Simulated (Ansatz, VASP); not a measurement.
## One calculation of Sr, two programs

Contents of POSCAR:

```
Sr
1.0
   -2.4977500000      2.4977500000      2.4613750000
    2.4977500000     -2.4977500000      2.4613750000
    2.4977500000      2.4977500000     -2.4613750000
Sr
1
Direct
    0.0000000000      0.0000000000      0.0000000000
```

File INCAR.step1:

```
SYSTEM = Sr
  PREC = Accurate
  ENCUT = 520
  ISMEAR = 0
  SIGMA = 0.15
  LREAL = .False.
  LASPH = .True.
  NELM = 80
  NBANDS = 11
  GGA = PE
  ALGO = Normal
  EDIFF = 1E-4
  LWAVE = .True.
  LCHARG = .False.
```

INCAR.step2

```
SYSTEM = Sr
  PREC = Accurate
  ENCUT = 520
  EDIFF = 1E-6
  ISMEAR = 0
  SIGMA = 0.15
  LREAL = .False.
  LASPH = .True.
  NELM = 80
  ALGO = Normal
  ISIF = 2
  LWAVE = .False.
  LCHARG = .False.
  METAGGA = R2SCAN
  LMIXTAU = .True.
  NBANDS = 11
  ISTART = 1
```

KPOINTS

```
regular mesh
0
Gamma
  14 14 14
  0 0 0
```

Input for Ansatz:

```yaml
crystal:
  lattice:
    - [-2.49775, 2.49775, 2.461375]
    - [2.49775, -2.49775, 2.461375]
    - [2.49775, 2.49775, -2.461375]
  atoms:
    - { symbol: Sr, position: [0.0, 0.0, 0.0] }
basis:
  ecutwfc: 500
kpoints:
  mp_grid: { grid: [14, 14, 14] }
hamiltonian:
  xc: r2scan
scf:
  occupations: { method: gaussian, width: 0.15 }
output:
  forces: true
  stress: true
  eigenvalues: true
```

Change from the starting cell: strain +0.030 along x and y, +0.015 along z, atoms carried along.

Alike in both runs: task single point; functional r2SCAN; k mesh 14 × 14 × 14; occupations gaussian, width 0.15 eV; no spin polarisation.

|  | VASP | Ansatz |
| --- | --- | --- |
| version | VASP 6.6.1 | Ansatz 0.2.0 |
| potentials or method | VASP PAW PBE potentials, release 64 (Sr_sv), cutoff 520 eV | scalar-relativistic, plane waves, PAW |
| valence electrons in the cell | 10 | 10 |

|  | VASP | Ansatz | Ansatz less VASP |
| --- | --- | --- | --- |
| gap on the k mesh at the Fermi level (eV) | none | none | - |
| pressure (GPa) | -0.9 | -0.9 | 0.00 |

VASP's potentials were made for PBE, not for r2SCAN. A gap of «none» marks a metal or a gap that the smearing closes.
